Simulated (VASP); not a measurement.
# SiO2 (Stishovite) (P4_2/mnm) in VASP: notebook

SiO2 (Stishovite) is run at these levels: PBE, r2SCAN; tasks: single point.

All numbers are computed with VASP 6.6.1; they aren't measurements. Logs are shortened: lines on timing, memory, paths and dates and some standing lists are left out, and cuts for length are marked.

## Step 1: The cell of the first run

The structure is tetragonal, space group P4_2/mnm (No. 136). The conventional cell has a = 4.185 Å, b = 4.185 Å, c = 2.669 Å, α = 90.00°, β = 90.00°, γ = 90.00°. Within 2.3 Å of Si (site symmetry mmm) lie 6 O at 1.76 to 1.81 Å. O (site symmetry m2m) has 3 Si at 1.76 to 1.81 Å and 1 O at 2.30 Å within 2.3 Å.

## Step 2: Single point, PBE

Contents of INCAR:

```
SYSTEM = SiO2
ALGO     = Normal         ! electronic algorithm
EDIFF    = 1E-6           ! SCF threshold, eV
ENCUT    = 520            ! plane-wave cutoff, eV
GGA      = PE             ! functional
ISIF     = 2              ! what is computed and relaxed
ISMEAR   = -1             ! smearing method
LASPH    = .True.         ! aspherical terms in the spheres
LCHARG   = .False.        ! write CHGCAR
LREAL    = .False.        ! projectors in reciprocal space
LWAVE    = .False.        ! write WAVECAR
NBANDS   = 25             ! bands
NELM     = 100            ! most SCF steps
PREC     = Accurate       ! precision mode
SIGMA    = 0.02           ! smearing width, eV
```

Contents of KPOINTS:

```
k-points
0
Gamma
  6 6 10
  0 0 0
```

Contents of POSCAR:

```
SiO2
1.0
    4.1851894810      0.0000000000      0.0000000000
    0.0000000000      4.1851894810      0.0000000000
    0.0000000000      0.0000000000      2.6688395692
Si O
2 4
Direct
    0.0000000000      0.0000000000      0.0000000000
    0.5000000000      0.5000000000      0.5000000000
    0.3061010393      0.3061010393      0.0000000000
    0.1938989607      0.8061010393      0.5000000000
    0.6938989607      0.6938989607      0.0000000000
    0.8061010393      0.1938989607      0.5000000000
```

Potentials or basis: VASP PAW PBE potentials, release 64 (Si, O).

Launch:

```bash
cat potpaw_PBE.64/Si/POTCAR potpaw_PBE.64/O/POTCAR > POTCAR
mpirun -np 1 vasp_std > vasp.out
```

OUTCAR:

```text
SYSTEM = SiO2
   EDIFF = 1E-6
   ENCUT = 520
   GGA = PE
   ISIF = 2
   ISMEAR = -1
   LASPH = .True.
   LREAL = .False.
   NELM = 100
   PREC = Accurate

 ion  position               nearest neighbor table
   1  0.000  0.000  0.000-   4 1.76   6 1.76   4 1.76   6 1.76   5 1.81   3 1.81
   2  0.500  0.500  0.500-   3 1.76   5 1.76   3 1.76   5 1.76   4 1.81   6 1.81
   3  0.306  0.306  0.000-   2 1.76   2 1.76   1 1.81
   4  0.194  0.806  0.500-   1 1.76   1 1.76   2 1.81
   5  0.694  0.694  0.000-   2 1.76   2 1.76   1 1.81
   6  0.806  0.194  0.500-   1 1.76   1 1.76   2 1.81

  LATTYP: Found a simple tetragonal cell.
 ALAT       =     4.1851894810
 C/A-ratio  =     0.6376866762

  Lattice vectors:

 A1 = (   4.1851894810,   0.0000000000,   0.0000000000)
 A2 = (   0.0000000000,   4.1851894810,   0.0000000000)
 A3 = (   0.0000000000,   0.0000000000,   2.6688395692)

Analysis of symmetry for initial positions (statically):
=====================================================================
 Subroutine PRICEL returns:
 Original cell was already a primitive cell.

 Routine SETGRP: Setting up the symmetry group for a
 simple tetragonal supercell.

 Subroutine GETGRP returns: Found 16 space group operations
 (whereof  8 operations were pure point group operations)
 out of a pool of 16 trial point group operations.

The static configuration has the point symmetry D_2h.
 The point group associated with its full space group is D_4h.

Analysis of symmetry for dynamics (positions and initial velocities):
=====================================================================
 Subroutine PRICEL returns:
 Original cell was already a primitive cell.

 Routine SETGRP: Setting up the symmetry group for a
 simple tetragonal supercell.

 Subroutine GETGRP returns: Found 16 space group operations
 (whereof  8 operations were pure point group operations)
 out of a pool of 16 trial point group operations.

The dynamic configuration has the point symmetry D_2h.
 The point group associated with its full space group is D_4h.

 Subroutine INISYM returns: Found 16 space group operations
 (whereof  8 operations are pure point group operations),
 and found     1 'primitive' translations

----------------------------------------------------------------------------------------

                                     Primitive cell

  volume of cell :      46.7469

  direct lattice vectors                    reciprocal lattice vectors
     4.185189481  0.000000000  0.000000000     0.238937808  0.000000000  0.000000000
     0.000000000  4.185189481  0.000000000     0.000000000  0.238937808  0.000000000
     0.000000000  0.000000000  2.668839569     0.000000000  0.000000000  0.374694684

  length of vectors
     4.185189481  4.185189481  2.668839569     0.238937808  0.238937808  0.374694684

  position of ions in fractional coordinates (direct lattice)
     0.000000000  0.000000000  0.000000000
     0.500000000  0.500000000  0.500000000
     0.306101039  0.306101039  0.000000000
     0.193898961  0.806101039  0.500000000
     0.693898961  0.693898961  0.000000000
     0.806101039  0.193898961  0.500000000

  ion indices of the primitive-cell ions
   primitive index   ion index
                 1           1
                 2           2
                 3           3
                 4           4
                 5           5
                 6           6

----------------------------------------------------------------------------------------

 KPOINTS: k-points

Automatic generation of k-mesh.
 Grid dimensions read from file:
 generate k-points for:    6    6   10

 Generating k-lattice:

  Cartesian coordinates                     Fractional coordinates (reciprocal lattice)
     0.039822968  0.000000000  0.000000000     0.166666667  0.000000000  0.000000000
     0.000000000  0.039822968  0.000000000     0.000000000  0.166666667  0.000000000
     0.000000000  0.000000000  0.037469468     0.000000000  0.000000000  0.100000000

  Length of vectors
     0.039822968  0.039822968  0.037469468

  Shift w.r.t. Gamma in fractional coordinates (k-lattice)
     0.000000000  0.000000000  0.000000000

 Subroutine IBZKPT returns following result:
 ===========================================

 Found     60 irreducible k-points:

 Following reciprocal coordinates:
            Coordinates               Weight
  0.000000  0.000000  0.000000      1.000000
  0.166667  0.000000  0.000000      4.000000
  0.333333  0.000000  0.000000      4.000000
  0.500000  0.000000  0.000000      2.000000
  0.166667  0.166667  0.000000      4.000000
  0.333333  0.166667  0.000000      8.000000
[... 16 lines left out ...]
  0.333333  0.000000  0.200000      8.000000
  0.500000  0.000000  0.200000      4.000000
 [... further k-points ...]
   k-points           NKPTS =     60   k-points in BZ     NKDIM =     60   number of bands    NBANDS=     25
   number of dos      NEDOS =    301   number of ions     NIONS =      6
   total plane-waves  NPLWV =  20480
   dimension x,y,z NGX =    32 NGY =   32 NGZ =   20
   dimension x,y,z NGXF=    64 NGYF=   64 NGZF=   40
   ions per type =               2   4
   NGX,Y,Z   is equivalent  to a cutoff of  12.71, 12.71, 12.46 a.u.
   NGXF,Y,Z  is equivalent  to a cutoff of  25.42, 25.42, 24.92 a.u.
 SYSTEM =  SiO2
   PREC   = accura    normal or accurate (medium, high low for compatibility)
   ISTART =      0    job   : 0-new  1-cont  2-samecut
   ICHARG =      2    charge: 1-file 2-atom 10-const
   ISPIN  =      1    spin polarized calculation?
   LNONCOLLINEAR =      F non collinear calculations
   LSORBIT =      F    spin-orbit coupling
   LASPH  =      T    aspherical Exc in radial PAW
   ENCUT  =  520.0 eV  38.22 Ry    6.18 a.u.   7.78  7.78  4.96*2*pi/ulx,y,z
   NELM   =    100;   NELMIN=  2; NELMDL= -5     # of ELM steps
   EDIFF  = 0.1E-05   stopping-criterion for ELM
   LREAL  =      F    real-space projection
   EDIFFG = 0.1E-04   stopping-criterion for IOM
   NSW    =      0    number of steps for IOM
   IBRION =     -1    ionic relax: 0-MD 1-quasi-New 2-CG
   NFREE  =      0    steps in history (QN), initial steepest desc. (CG)
   ISIF   =      2    stress and relaxation
   ISYM   =      2    0-nonsym 1-usesym 2-fastsym
   POTIM  = 0.5000    time-step for ionic-motion
   TEBEG  =    0.0;   TEEND  =   0.0 temperature during run
   PSTRESS=    0.0 pullay stress
   NELECT =      32.0000    total number of electrons
   NUPDOWN=      -1.0000    fix difference up-down
   EMIN   =  10.00;   EMAX   =-10.00  energy-range for DOS
   EFERMI =   0.00;   METHOD = LEGACY
   ISMEAR =    -1;   SIGMA  =   0.02  broadening in eV -4-tet -1-fermi 0-gaus
   EFERMI_NEDOS =   21; number of points for ismear=-14 and -15
   IALGO  =     38    algorithm
   IMIX   =      4    mixing-type and parameters
     AMIX     =   0.40;   BMIX     =  1.00
     AMIX_MAG =   1.60;   BMIX_MAG =  1.00
  volume/ion in A,a.u.               =       7.79        52.58
  Fermi-wavevector in a.u.,A,eV,Ry     =   1.442804  2.726504 28.323011  2.081683
  Thomas-Fermi vector in A             =   2.561283
   LORBIT       =      0    0 simple, 1 ext, 2 COOP (PROOUT), +10 PAW based schemes
   GGA     = PE    functional components
   LHFCALC =     F    Hartree Fock is set to
   AEXX    =    0.0000 exact exchange contribution
   IVDW    =     0    specifies the selected vdW correction
   LEPSILON=     F    determine dielectric tensor
   LRPA    =     F    only Hartree local field effects (RPA)
 non-spin polarized calculation
  energy-cutoff  :      520.00
  volume of cell :       46.75
 maximum number of plane-waves:      1282
 NGX is ok and might be reduce to    32
   NGX = 15   NGY = 15   NGZ =  9

 number of electron      31.9999977 magnetization

 Free energy of the ion-electron system (eV)
  ---------------------------------------------------
  ext. energy  EPLUGINS =         0.00000000
  ---------------------------------------------------
  free energy    TOTEN  =       -46.26987270 eV

  energy without entropy =      -46.26987270  energy(sigma->0) =      -46.26987270

 E-fermi :   8.6250     XC(G=0): -12.2507

 val. band max:        8.1872772864   @ k =   0.0000   0.0000   0.0000
 cond. band min:      13.7296142532   @ k =   0.0000   0.0000   0.0000
 fundamental gap:      5.5423369669
 Fermi energy:         8.6249714177

 k-point     1 :       0.0000    0.0000    0.0000
  band No.  band energies     occupation
      1     -14.3562      2.00000
      2     -10.7417      2.00000
      3     -10.7417      2.00000
      4     -10.5160      2.00000
      5      -2.6705      2.00000
      6       1.7663      2.00000
[... 17 lines left out ...]
     24      22.4028      0.00000
     25      23.9724      0.00000

 k-point     2 :       0.1667    0.0000    0.0000
  band No.  band energies     occupation
      1     -14.2115      2.00000
      2     -11.4031      2.00000
      3     -10.6687      2.00000
      4     -10.1600      2.00000
      5      -2.4738      2.00000
      6       1.0236      2.00000
[... 17 lines left out ...]
     24      21.8385      0.00000
     25      23.7697      0.00000

 k-point     3 :       0.3333    0.0000    0.0000
  band No.  band energies     occupation
      1     -13.7888      2.00000
      2     -12.2877      2.00000
      3     -10.4732      2.00000
      4     -10.0692      2.00000
      5      -1.9322      2.00000
      6      -0.1001      2.00000
[... 552 lines left out ...]
 k-point    23 :       0.3333    0.0000    0.2000
  band No.  band energies     occupation
      1     -13.3000      2.00000
      2     -11.9171      2.00000
      3     -10.2861      2.00000
      4     -10.0194      2.00000
      5      -1.5767      2.00000
      6       0.2479      2.00000
[... 17 lines left out ...]
     24      21.0939      0.00000
     25      22.4273      0.00000

 k-point    24 :       0.5000    0.0000    0.2000
  band No.  band energies     occupation
      1     -12.6809      2.00000
      2     -12.6809      2.00000
      3     -10.1154      2.00000
      4     -10.1154      2.00000
      5      -0.7103      2.00000
      6      -0.7103      2.00000
[... 17 lines left out ...]
     24      20.8042      0.00000
     25      22.3076      0.00000

 [... further k-points ...]

------------------------ aborting loop because EDIFF is reached ----------------------------------------

  FORCE on cell =-STRESS in cart. coord.  units (eV):
  Direction    XX          YY          ZZ          XY          YZ          ZX
  --------------------------------------------------------------------------------------
  -------------------------------------------------------------------------------------
  Total        2.6710233      2.6710233      3.2180480      0.0000000      0.0000000      0.0000000
  in kB       91.5451927     91.5451927    110.2936185      0.0000000      0.0000000      0.0000000
  external PRESSURE =      97.7946679 kB  Pullay stress =       0.0000000 kB

 VOLUME and BASIS-vectors are now :
 -----------------------------------------------------------------------------
  energy-cutoff  :      520.00
  volume of cell :       46.75
      direct lattice vectors                 reciprocal lattice vectors
     4.185189481  0.000000000  0.000000000     0.238937808  0.000000000  0.000000000
     0.000000000  4.185189481  0.000000000     0.000000000  0.238937808  0.000000000
     0.000000000  0.000000000  2.668839569     0.000000000  0.000000000  0.374694684

 POSITION                                       TOTAL-FORCE (eV/Angst)
 -----------------------------------------------------------------------------------
      0.00000      0.00000      0.00000        -0.000000      0.000000      0.000000
      2.09259      2.09259      1.33442        -0.000000      0.000000      0.000000
      1.28109      1.28109      0.00000        -0.071432     -0.071432     -0.000000
      0.81150      3.37369      1.33442         0.071432     -0.071432     -0.000000
      2.90410      2.90410      0.00000         0.071432      0.071432      0.000000
      3.37369      0.81150      1.33442        -0.071432      0.071432      0.000000
 -----------------------------------------------------------------------------------
    total drift:                                0.000000      0.000000     -0.000000

  FREE ENERGIE OF THE ION-ELECTRON SYSTEM (eV)
  ---------------------------------------------------
  free  energy   TOTEN  =       -46.2698726966 eV

  energy  without entropy=      -46.2698726966  energy(sigma->0) =      -46.26987270
```

Run time: 87 s. Hardware: 1 thread of AMD EPYC 7R43 (Zen 3), shared host; peak memory 0.14 GiB.

What came out:

```yaml
Free_energy: -46.2699 eV
Pressure: 9.8 GPa
Largest_force: 0.101 eV/Å
Band_gap_on_the_k_mesh: 5.54 eV, direct
```

Forces on the atoms (eV/Å):
```
Si   0.000  0.000  0.000
Si   0.000  0.000  0.000
O   -0.071 -0.071  0.000
O    0.071 -0.071  0.000
O    0.071  0.071  0.000
O   -0.071  0.071  0.000
```

A k mesh can miss the band edges. PBE gaps usually lie below the measured ones, often by a third to a half.

## Step 3: Single point, PBE (uniaxial z strain +1.9%)

Contents of INCAR:

```
PREC     = Accurate       # precision mode
ENCUT    = 520            # plane-wave cutoff, eV
EDIFF    = 1E-7           # SCF threshold, eV
ISMEAR   = -1             # smearing method
SIGMA    = 0.02           # smearing width, eV
LREAL    = F              # projectors in reciprocal space
LASPH    = T              # aspherical terms in the spheres
NELM     = 100            # most SCF steps
ALGO     = Normal         # electronic algorithm
ISIF     = 2              # what is computed and relaxed
LWAVE    = F              # write WAVECAR
LCHARG   = T              # write CHGCAR
GGA      = PE             # functional
LELF     = T              # ELF
LVHAR    = T            
NBANDS   = 25             # bands
```

Contents of KPOINTS:

```
Automatic mesh
0
Gamma
  6 6 10
```

Contents of POSCAR:

```
SiO2
1.0
    4.1851894810      0.0000000000      0.0000000000
    0.0000000000      4.1851894810      0.0000000000
    0.0000000000      0.0000000000      2.7190137531
Si O
2 4
Direct
    0.0000000000      0.0000000000      0.0000000000
    0.5000000000      0.5000000000      0.5000000000
    0.3060178159      0.3060178159      0.0000000000
    0.1939821841      0.8060178159      0.5000000000
    0.6939821841      0.6939821841      0.0000000000
    0.8060178159      0.1939821841      0.5000000000
```

Potentials or basis: VASP PAW PBE potentials, release 64 (Si, O).

Launch:

```bash
cat potpaw_PBE.64/Si/POTCAR potpaw_PBE.64/O/POTCAR > POTCAR
mpirun -np 1 vasp_std > vasp.out
```

OUTCAR:

```text
PREC = Accurate
   ENCUT = 520
   EDIFF = 1E-7
   ISMEAR = -1
   LREAL = F
   LASPH = T
   NELM = 100
   ISIF = 2
   GGA = PE

 ion  position               nearest neighbor table
   1  0.000  0.000  0.000-   4 1.78   6 1.78   4 1.78   6 1.78   5 1.81   3 1.81
   2  0.500  0.500  0.500-   3 1.78   5 1.78   3 1.78   5 1.78   4 1.81   6 1.81
   3  0.306  0.306  0.000-   2 1.78   2 1.78   1 1.81
   4  0.194  0.806  0.500-   1 1.78   1 1.78   2 1.81
   5  0.694  0.694  0.000-   2 1.78   2 1.78   1 1.81
   6  0.806  0.194  0.500-   1 1.78   1 1.78   2 1.81
[... 881 lines left out ...]
  -------------------------------------------------------------------------------------
  Total        1.6005619      1.6005619     -0.6903235      0.0000000      0.0000000      0.0000000
  in kB       53.8445065     53.8445065    -23.2231743      0.0000000      0.0000000      0.0000000
  external PRESSURE =      28.1552795 kB  Pullay stress =       0.0000000 kB

 VOLUME and BASIS-vectors are now :
 -----------------------------------------------------------------------------
  energy-cutoff  :      520.00
  volume of cell :       47.63
      direct lattice vectors                 reciprocal lattice vectors
     4.185189481  0.000000000  0.000000000     0.238937808  0.000000000  0.000000000
     0.000000000  4.185189481  0.000000000     0.000000000  0.238937808  0.000000000
     0.000000000  0.000000000  2.719013753     0.000000000  0.000000000  0.367780413

 POSITION                                       TOTAL-FORCE (eV/Angst)
 -----------------------------------------------------------------------------------
      0.00000      0.00000      0.00000         0.000000     -0.000000     -0.000000
      2.09259      2.09259      1.35951         0.000000     -0.000000     -0.000000
      1.28074      1.28074      0.00000        -0.052029     -0.052029     -0.000000
      0.81185      3.37334      1.35951         0.052029     -0.052029     -0.000000
      2.90445      2.90445      0.00000         0.052029      0.052029      0.000000
      3.37334      0.81185      1.35951        -0.052029      0.052029     -0.000000
 -----------------------------------------------------------------------------------
    total drift:                                0.000000     -0.000000      0.000000

  FREE ENERGIE OF THE ION-ELECTRON SYSTEM (eV)
  ---------------------------------------------------
  free  energy   TOTEN  =       -46.2949033536 eV

  energy  without entropy=      -46.2949033536  energy(sigma->0) =      -46.29490335
```

OSZICAR:

```text
N       E                     dE             d eps       ncg     rms          rms(c)
DAV:   1     0.134907570080E+03    0.13491E+03   -0.17664E+04  3016   0.123E+03
DAV:   2    -0.439673227548E+02   -0.17887E+03   -0.17085E+03  3771   0.279E+02
DAV:   3    -0.508604497036E+02   -0.68931E+01   -0.68621E+01  4028   0.520E+01
DAV:   4    -0.509043964066E+02   -0.43947E-01   -0.43934E-01  3397   0.483E+00
DAV:   5    -0.509047504305E+02   -0.35402E-03   -0.35397E-03  4047   0.411E-01    0.171E+01
DAV:   6    -0.462279871335E+02    0.46768E+01   -0.13190E+01  3789   0.244E+01    0.777E+00
DAV:   7    -0.462746035162E+02   -0.46616E-01   -0.75574E-01  3758   0.499E+00    0.288E+00
DAV:   8    -0.462880921791E+02   -0.13489E-01   -0.25607E-02  3783   0.137E+00    0.109E+00
DAV:   9    -0.462947143653E+02   -0.66222E-02   -0.95822E-03  3758   0.824E-01    0.260E-01
DAV:  10    -0.462949268032E+02   -0.21244E-03   -0.52188E-04  3834   0.159E-01    0.461E-02
DAV:  11    -0.462949024178E+02    0.24385E-04   -0.94363E-05  3854   0.694E-02    0.750E-03
DAV:  12    -0.462949032705E+02   -0.85268E-06   -0.52683E-06  3721   0.163E-02    0.330E-03
DAV:  13    -0.462949033536E+02   -0.83170E-07   -0.42755E-07  3917   0.464E-03
   1 F= -.46294903E+02 E0= -.46294903E+02  d E =-.316345E-11
```

It took 1.7 min on 1 thread of AMD EPYC 7R43 (Zen 3), shared host; peak memory 0.14 GiB.

What came out:

- Free energy: -46.2949 eV
- Pressure: 2.8 GPa
- Largest force: 0.074 eV/Å
- Band gap on the k mesh: 5.14 eV, direct

Forces in eV/Å, atoms in the order of the input:
```
Si   0.000  0.000  0.000
Si   0.000  0.000  0.000
O   -0.052 -0.052  0.000
O    0.052 -0.052  0.000
O    0.052  0.052  0.000
O   -0.052  0.052  0.000
```

Caveat: the cell differs from its parent crystal (uniaxial z strain +1.9%). A k mesh can miss the band edges.

(Part 1 of 2 ends here.)
